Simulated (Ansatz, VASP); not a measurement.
**P: VASP beside Ansatz**

The input POSCAR:

```
P
1.0
    2.4246941115      0.0000000000      0.0000000000
    0.0000000000      2.4385351442      0.0000000000
   -0.0203144631      0.0000000000      4.8524328982
P
2
Direct
    0.0000000300      0.0000000000      0.7494253600
    0.9999999700      0.0000000000      0.2505746400
```

The input INCAR.step1:

```
ALGO = Normal ; EDIFF = 1E-5
ENCUT = 520 ; GGA = PE
ISIF = 2 ; ISMEAR = -1
LASPH = T ; LCHARG = F
LREAL = F ; LWAVE = T
NBANDS = 12 ; NELM = 100
PREC = Accurate ; SIGMA = 0.05
```

The input INCAR.step2:

```
AEXX = 0.25 ; ALGO = Normal
EDIFF = 1E-7 ; ENCUT = 520
GGA = PE ; HFSCREEN = 0.6
ISIF = 2 ; ISMEAR = -1
ISTART = 1 ; LASPH = T
LCHARG = F ; LHFCALC = T
LREAL = F ; LWAVE = F
NBANDS = 12 ; NELM = 100
PREC = Accurate ; PRECFOCK = Normal
SIGMA = 0.05
```

Contents of KPOINTS:

```
k-points
0
Gamma
  6 6 3
```

The input input.yaml:

```yaml
crystal:
  lattice:
    - [2.4246941115, 0.0, 0.0]
    - [0.0, 2.4385351442, 0.0]
    - [-0.0203144631, 0.0, 4.8524328982]
  atoms:
    - { symbol: P, position: [3.0e-08, 0.0, 0.74942536] }
    - { symbol: P, position: [0.99999997, 0.0, 0.25057464] }
hamiltonian:
  xc: { exchange: pbe, correlation: pbe, exx: { coeff: 0.25, omega: 0.6 } }
  pseudopotentials: { kind: paw }
kpoints:
  mp_grid: { grid: [6, 6, 3] }
scf:
  occupations: { method: fermi_dirac, width: 0.05 }
output:
  forces: true
  stress: true
  eigenvalues: true
  write_density: true
  write_potential: true
  elf: true
  volumetric_format: npy
```

Alike in both runs: task single point; functional PBE-based screened hybrid with a share of 0.25 of exact exchange and HFSCREEN = 0.6; k mesh 6 × 6 × 3; occupations fermi-dirac, width 0.05 eV; no spin polarisation.

```csv
,VASP,Ansatz
version,VASP 6.6.1,Ansatz 0.2.0
potentials or method,"VASP PAW PBE potentials, release 64 (P)",Ansatz PAW
plane-wave cutoff (eV),520,420
valence electrons in the cell,10,10
```

Ansatz gave:

```
gap on the k mesh at the Fermi level (eV)                     : none
pressure (GPa)                                                : 0.0
traceless stress, the component that is largest in VASP (GPa) : 0.44
rms of the force components (eV/Å)                            : 0.012
```

Question: Estimate VASP's values.

Answer: gap on the k mesh at the Fermi level (eV): none; pressure (GPa): -0.6; traceless stress, the component that is largest in VASP (GPa): 0.46; rms of the force components (eV/Å): 0.011.

VASP's potentials were made for PBE, not for PBE-based screened hybrid. Atom by atom the forces differ by 0.001 eV/Å (rms over components). A gap of «none» marks a metal or a gap that the smearing closes. With one functional, cell and mesh, what is left measures potentials, basis and numerics.

The k mesh is coarse, so the values compare programs but aren't converged.
